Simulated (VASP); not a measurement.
# Au (P6_3/mmc) in VASP: further runs, part 2 of 2

VASP 6.6.1. The steps go on from the part before.

## (4) Vibrations by perturbation theory, PBE (phonons at volume x 1.02)

Contents of INCAR:

```
PREC = Accurate
ENCUT = 520
EDIFF = 1E-8
ISMEAR = -1
SIGMA = 0.15
LREAL = False
LASPH = True
NELM = 100
ALGO = Fast
ISIF = 2
LWAVE = False
LCHARG = False
GGA = PE
NBANDS = 18
IBRION = 8
NSW = 1
```

Contents of KPOINTS:

```
Automatic mesh
0
Gamma
  18 18 10
```

Contents of POSCAR:

```
Au
1.0
    2.9328028263      0.0000000000      0.0000000000
   -1.4664014131      2.5398817519      0.0000000000
    0.0000000000      0.0000000000      4.9317760972
Au
2
Direct
    0.3333333333      0.6666666667      0.7500000000
    0.6666666667      0.3333333333      0.2500000000
```

Potentials or basis: VASP PAW PBE potentials, release 64 (Au).

Command:

```bash
$ cat potpaw_PBE.64/Au/POTCAR > POTCAR
$ mpirun -np 1 vasp_std > vasp.out
```

OUTCAR:

```text
PREC = Accurate
   ENCUT = 520
   EDIFF = 1E-8
   ISMEAR = -1
   LREAL = False
   LASPH = True
   NELM = 100
   ISIF = 2
   GGA = PE
   IBRION = 8
   NSW = 1

 ion  position               nearest neighbor table
   1  0.333  0.667  0.750-   2 2.99   2 2.99   2 2.99   2 2.99   2 2.99   2 2.99
   2  0.667  0.333  0.250-   1 2.99   1 2.99   1 2.99   1 2.99   1 2.99   1 2.99

  LATTYP: Found a hexagonal cell.
 ALAT       =     2.9328028263
 C/A-ratio  =     1.6815914295

  Lattice vectors:

 A1 = (   2.9328028263,   0.0000000000,   0.0000000000)
 A2 = (  -1.4664014131,   2.5398817519,   0.0000000000)
 A3 = (   0.0000000000,   0.0000000000,   4.9317760972)

Analysis of symmetry for initial positions (statically):
=====================================================================
 Subroutine PRICEL returns:
 Original cell was already a primitive cell.

 Routine SETGRP: Setting up the symmetry group for a
[... 739 lines left out ...]
     0.00821 -0.00000  0.00000
     0.00000  0.00821  0.00000
    -0.00000 -0.00000 -0.00848

 INTERNAL STRAIN TENSOR FOR ION    2 for displacements in x,y,z  (eV/Angst):
          X           Y           Z          XY          YZ          ZX
  --------------------------------------------------------------------------------
  x     0.00000    -0.00000     0.00000     0.19508     0.00000     0.00000
  y     0.19508    -0.19508     0.00000    -0.00000     0.00000     0.00000
  z     0.00000    -0.00000     0.00000     0.00000     0.00000    -0.00000

 SECOND DERIVATIVES (NOT SYMMETRIZED)
 ------------------------------------
               1X          1Y          1Z          2X          2Y          2Z
  1X    -0.363992   -0.000000    0.000000    0.363992    0.000000    0.000000
  1Y    -0.000000   -0.363992    0.000000    0.000000    0.363992    0.000000
  1Z    -0.000000    0.000000   -5.331479    0.000000    0.000000    5.331479
  2X     0.363992    0.000000    0.000000   -0.363992   -0.000000    0.000000
  2Y     0.000000    0.363992    0.000000   -0.000000   -0.363992    0.000000
  2Z     0.000000    0.000000    5.331479   -0.000000    0.000000   -5.331479

 Eigenvectors and eigenvalues of the dynamical matrix
 ----------------------------------------------------

   1 f  =    3.637424 THz    22.854610 2PiTHz  121.331412 cm-1    15.043171 meV
             X         Y         Z           dx          dy          dz
     -0.000000  1.693255  3.698832     0.000000    0.000000    0.707107
      1.466401  0.846627  1.232944    -0.000000    0.000000   -0.707107
[... 16 lines left out ...]
   5 f  =    0.000000 THz     0.000000 2PiTHz    0.000001 cm-1     0.000000 meV
             X         Y         Z           dx          dy          dz
     -0.000000  1.693255  3.698832     0.062672   -0.686116    0.159111
      1.466401  0.846627  1.232944     0.062672   -0.686116    0.159111

   6 f/i=    0.000000 THz     0.000000 2PiTHz    0.000000 cm-1     0.000000 meV
             X         Y         Z           dx          dy          dz
     -0.000000  1.693255  3.698832     0.704316    0.061813   -0.010873
      1.466401  0.846627  1.232944     0.704316    0.061813   -0.010873

--------------------------------------------------------------------------------------------------------

 ELASTIC MODULI CONTR FROM IONIC RELAXATION (kBar)
 Direction    XX          YY          ZZ          XY          YZ          ZX
 --------------------------------------------------------------------------------
 XX          -4.5596      4.5596     -0.0000     -0.0000     -0.0000      0.0000
 YY           4.5596     -4.5596      0.0000     -0.0000      0.0000     -0.0000
 ZZ          -0.0000      0.0000     -0.0000      0.0000     -0.0000      0.0000
 XY          -0.0000     -0.0000      0.0000     -4.5596      0.0000     -0.0000
 YZ          -0.0000      0.0000     -0.0000      0.0000     -0.0000      0.0000
 ZX           0.0000     -0.0000      0.0000     -0.0000      0.0000     -0.0000
 --------------------------------------------------------------------------------
```

OSZICAR:

```text
N       E                     dE             d eps       ncg     rms          rms(c)
DAV:   1     0.122151242018E+03    0.12215E+03   -0.11634E+04  7992   0.118E+03
DAV:   2    -0.486313903450E+01   -0.12701E+03   -0.12091E+03  8474   0.257E+02
DAV:   3    -0.695866939854E+01   -0.20955E+01   -0.20831E+01  9452   0.331E+01
DAV:   4    -0.696785631485E+01   -0.91869E-02   -0.91859E-02  8854   0.232E+00
[... 45 lines left out ...]
RMM:  10    -0.313835094269E+00   -0.65077E-06   -0.79488E-08 20990   0.789E-05    0.198E-05
RMM:  11    -0.313835292171E+00   -0.19790E-06   -0.31437E-07 21049   0.492E-05    0.289E-06
RMM:  12    -0.313835271466E+00    0.20706E-07   -0.24277E-07 20958   0.235E-05    0.654E-07
RMM:  13    -0.313835265809E+00    0.56569E-08   -0.52288E-08 18883   0.173E-05    0.147E-07
 Linear response finished
```

stdout:

```text
POSCAR found type information on POSCAR Au
 POSCAR found :  1 types and       2 ions
 scaLAPACK will be used
 LDA part: xc-table for (Slater+PW92), standard interpolation
 POSCAR, INCAR and KPOINTS ok, starting setup
 FFT: planning ... GRIDC
 FFT: planning ... GRID_SOFT
 FFT: planning ... GRID
 WAVECAR not read
 entering main loop
 Linear response reoptimize wavefunctions to high precision
 Linear response DOF=           2
 Linear response progress:
 first order change of Fermi-energy  -0.59884E-05
 force on displaced ion       1 direction 1 :  -0.364   0.000   0.000
 Linear response progress:
 first order change of Fermi-energy   0.11064E-03
 force on displaced ion       1 direction 3 :   0.000  -0.000  -5.331
 Linear response finished
```

Wall time 25 min (1 thread of Intel Xeon 8259CL, shared host); peak memory 1.2 GiB.

Results:

| Property | Result |
| --- | --- |
| Highest phonon frequency at Γ | 121 cm⁻¹ |

Phonon frequencies in cm⁻¹ (negative: imaginary):
| q point | frequencies |
| --- | --- |
| (0.000, 0.000, 0.000) | 0 0 0 32 32 121 |

Caveat: the cell differs from its parent crystal (phonons at volume x 1.02); the cell wasn't relaxed at this level first, which shifts response properties; spin-orbit coupling is left out, which moves the levels of the heavy elements.
